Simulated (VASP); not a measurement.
# SrCl2 (Fm-3m) in VASP: a series of runs, part 2 of 2

VASP 6.6.1. Earlier steps stand in the parts before.

## (5) Single point, PBE

INCAR reads:

```
PREC = Accurate
ENCUT = 520
EDIFF = 1E-7
ISMEAR = 0
SIGMA = 0.01
LREAL = F
LASPH = T
NELM = 60
ALGO = Normal
ISIF = 2
LWAVE = F
LCHARG = F
GGA = PE
NBANDS = 19
```

KPOINTS reads:

```
Automatic mesh
0
Gamma
  4 4 4
```

POSCAR reads:

```
SrCl2
1.0
    0.0000000000      3.4977180859      3.4977180859
    3.4977180859      0.0000000000      3.4977180859
    3.4977180859      3.4977180859      0.0000000000
Sr Cl
1 2
Direct
    0.0000000000      0.0000000000      0.0000000000
    0.2500000000      0.2500000000      0.2500000000
    0.7500000000      0.7500000000      0.7500000000
```

Potentials or basis: VASP PAW PBE potentials, release 64 (Sr_sv, Cl).

On the command line:

```console
$ cat potpaw_PBE.64/Sr_sv/POTCAR potpaw_PBE.64/Cl/POTCAR > POTCAR
$ mpirun -np 1 vasp_std > vasp.out
```

OUTCAR:

```text
PREC = Accurate
   ENCUT = 520
   EDIFF = 1E-7
   ISMEAR = 0
   LREAL = F
   LASPH = T
   NELM = 60
   ISIF = 2
   GGA = PE

 ion  position               nearest neighbor table
   1  0.000  0.000  0.000-   3 3.03   3 3.03   3 3.03   2 3.03   2 3.03   2 3.03   3 3.03   2 3.03

   2  0.250  0.250  0.250-   1 3.03   1 3.03   1 3.03   1 3.03
   3  0.750  0.750  0.750-   1 3.03   1 3.03   1 3.03   1 3.03

  LATTYP: Found a face centered cubic cell.
 ALAT       =     6.9954361718

  Lattice vectors:

 A1 = (   0.0000000000,   3.4977180859,   3.4977180859)
 A2 = (   3.4977180859,   0.0000000000,   3.4977180859)
 A3 = (   3.4977180859,   3.4977180859,   0.0000000000)

Analysis of symmetry for initial positions (statically):
=====================================================================
 Subroutine PRICEL returns:
 Original cell was already a primitive cell.

 Routine SETGRP: Setting up the symmetry group for a
 face centered cubic supercell.

 Subroutine GETGRP returns: Found 48 space group operations
 (whereof 48 operations were pure point group operations)
[... 147 lines left out ...]

  energy without entropy =      -12.78644160  energy(sigma->0) =      -12.78644160

 E-fermi :   0.1596     XC(G=0):  -8.2483

 val. band max:        0.1001109500   @ k =   0.5000   0.5000   0.0000
 cond. band min:       5.4071262663   @ k =   0.0000   0.0000   0.0000
 fundamental gap:      5.3070153163
 Fermi energy:         0.1595849415

 k-point     1 :       0.0000    0.0000    0.0000
  band No.  band energies     occupation
      1     -32.8135      2.00000
      2     -14.8017      2.00000
      3     -14.8017      2.00000
      4     -14.8017      2.00000
      5     -13.1803      2.00000
      6     -12.3467      2.00000
[... 153 lines left out ...]
      6     -12.5381      2.00000
[... 11 lines left out ...]
     18       9.5331      0.00000
     19      10.7105      0.00000

------------------------ aborting loop because EDIFF is reached ----------------------------------------

  FORCE on cell =-STRESS in cart. coord.  units (eV):
  Direction    XX          YY          ZZ          XY          YZ          ZX
  --------------------------------------------------------------------------------------
  -------------------------------------------------------------------------------------
  Total        0.4126215      0.4126215      0.4126215      0.0000000     -0.0000000      0.0000000
  in kB        7.7246354      7.7246354      7.7246354      0.0000000     -0.0000000      0.0000000
  external PRESSURE =       7.7246354 kB  Pullay stress =       0.0000000 kB

 VOLUME and BASIS-vectors are now :
 -----------------------------------------------------------------------------
  energy-cutoff  :      520.00
  volume of cell :       85.58
      direct lattice vectors                 reciprocal lattice vectors
     0.000000000  3.497718086  3.497718086    -0.142950343  0.142950343  0.142950343
     3.497718086  0.000000000  3.497718086     0.142950343 -0.142950343  0.142950343
     3.497718086  3.497718086  0.000000000     0.142950343  0.142950343 -0.142950343

 POSITION                                       TOTAL-FORCE (eV/Angst)
 -----------------------------------------------------------------------------------
      0.00000      0.00000      0.00000         0.000000      0.000000      0.000000
      1.74886      1.74886      1.74886        -0.000000      0.000000     -0.000000
      5.24658      5.24658      5.24658        -0.000000     -0.000000     -0.000000
 -----------------------------------------------------------------------------------
    total drift:                               -0.000000     -0.000000      0.000000

  FREE ENERGIE OF THE ION-ELECTRON SYSTEM (eV)
  ---------------------------------------------------
  free  energy   TOTEN  =       -12.7864415971 eV

  energy  without entropy=      -12.7864415971  energy(sigma->0) =      -12.78644160
```

stdout:

```text
POSCAR found type information on POSCAR SrCl
 POSCAR found :  2 types and       3 ions
 scaLAPACK will be used
 LDA part: xc-table for (Slater+PW92), standard interpolation
 POSCAR, INCAR and KPOINTS ok, starting setup
 FFT: planning ... GRIDC
 FFT: planning ... GRID_SOFT
 FFT: planning ... GRID
 WAVECAR not read
 entering main loop
```

Run time: 9.8 s. Hardware: 1 thread of Intel Xeon 6975P-C (Granite Rapids), shared host; peak memory 0.23 GiB.

What came out:

```yaml
Free_energy: -12.7864 eV
Pressure: 0.8 GPa
Band_gap_on_the_k_mesh: 5.31 eV (least direct gap 5.51 eV)
```

Levels at points of the mesh, in eV from the valence-band top:
```csv
k point,band 9,band 10,band 11,band 12,band 13,band 14,band 15,band 16
"(0.00, 0.00, 0.00)",-2.10,-0.33,-0.33,-0.33,5.31,6.10,6.10,9.02
"(0.50, 0.00, 0.00)",-1.48,-1.30,-1.04,-1.04,6.70,6.70,7.48,7.86
"(0.50, 0.50, 0.00)",-1.86,-0.40,-0.40,0.00,5.51,7.02,7.58,7.98
```

A k mesh can miss the band edges.

## (6) Single point, PBE

INCAR reads:

```
  PREC = Accurate
  ENCUT = 520
  EDIFF = 1E-7
  ISMEAR = 1
  SIGMA = 0.05
  LREAL = F
  LASPH = T
  NELM = 60
  ALGO = Normal
  ISIF = 2
  LWAVE = F
  LCHARG = F
  GGA = PE
  NBANDS = 19
```

KPOINTS is that of step 5.

POSCAR is that of step 5.

Potentials or basis: VASP PAW PBE potentials, release 64 (Sr_sv, Cl).

On the command line:

```console
$ cat potpaw_PBE.64/Sr_sv/POTCAR potpaw_PBE.64/Cl/POTCAR > POTCAR
$ mpirun -np 1 vasp_std > vasp.out
```

Run time: 10 s. Hardware: 1 thread of Intel Xeon 6975P-C (Granite Rapids), shared host; peak memory 0.23 GiB.

It converged, with:

| Item | Value |
| --- | --- |
| Free energy | -12.7863 eV |
| Pressure | 0.8 GPa |
| Band gap on the k mesh | 5.31 eV (least direct gap 5.51 eV) |

Levels at points of the mesh, in eV from the valence-band top:
| k point | band 8 | band 9 | band 10 | band 11 | band 12 | band 13 | band 14 | band 15 | band 16 | band 17 |
| --- | --- | --- | --- | --- | --- | --- | --- | --- | --- | --- |
| (0.00, 0.00, 0.00) | -2.10 | -2.10 | -0.33 | -0.33 | -0.33 | 5.31 | 6.10 | 6.10 | 9.02 | 9.02 |
| (0.50, 0.00, 0.00) | -1.54 | -1.48 | -1.30 | -1.04 | -1.04 | 6.70 | 6.70 | 7.48 | 7.86 | 8.58 |
| (0.50, 0.50, 0.00) | -1.86 | -1.86 | -0.40 | -0.40 | 0.00 | 5.51 | 7.02 | 7.58 | 7.98 | 7.98 |

## (7) Overview

| level | smearing | gap on the mesh (eV) | pressure (GPa) |
| --- | --- | --- | --- |
| PBE+D4 | gaussian 0.01 eV | 5.31 | -0.3 |
| PBE | methfessel-paxton 0.001 eV | 5.31 | 0.8 |
| PBE+D3(BJ) | gaussian 0.01 eV | 5.31 | -0.5 |
| PBE | gaussian 0.01 eV | 5.31 | 0.8 |
| PBE | methfessel-paxton 0.05 eV | 5.31 | 0.8 |

Alike in all rows: task single point; potentials or basis VASP PAW PBE potentials, release 64 (Sr_sv, Cl); no spin polarisation; cell as given; k mesh 4 × 4 × 4; cutoff (eV) 520.

The pressure there spans -0.5 GPa (PBE+D3(BJ)) to 0.8 GPa (PBE); a positive pressure means that this level wants a larger cell, a negative one a smaller.

Total energies depend on the potentials used, so only differences within one code and one set of settings carry meaning.
